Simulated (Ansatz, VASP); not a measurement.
**Li in VASP and in Ansatz**

```
Li
1.0
     5.48620    0.00000    0.00000
     0.00000    5.48620    0.00000
     0.00000    0.00000    5.48620
Li
8
Direct
  0.50000 0.50000 0.50000
  0.00000 0.00000 0.00000
  0.25000 0.00000 0.50000
  0.50000 0.25000 0.00000
  0.50000 0.75000 0.00000
  0.75000 0.00000 0.50000
  0.00000 0.50000 0.75000
  0.00000 0.50000 0.25000
```

Alike in both runs: task relaxation of cell and atoms; functional PBE; k mesh 8 × 8 × 8; occupations gaussian, width 0.1 eV; no spin polarisation.

|  | VASP | Ansatz |
| --- | --- | --- |
| version | VASP 6.6.1 | Ansatz 0.2.0 |
| potentials or method | VASP PAW PBE potentials, release 64 (Li_sv), cutoff 600 eV | scalar-relativistic, plane waves, PAW |
| valence electrons in the cell | 24 | 24 |

VASP gave:

- gap on the k mesh at the Fermi level, each at its own relaxed structure (eV): none
- relaxed volume (Å³/atom): 20.12
- relaxed cell length with the largest relative difference (Å): 5.439

What did Ansatz give for the same quantities?

gap on the k mesh at the Fermi level, each at its own relaxed structure (eV): none; relaxed volume (Å³/atom): 20.27; relaxed cell length with the largest relative difference (Å): 5.453.

A gap of «none» marks a metal or a gap that the smearing closes.

Noted on VASP's run: the cutoff is short for stress, so the pressure is rough.
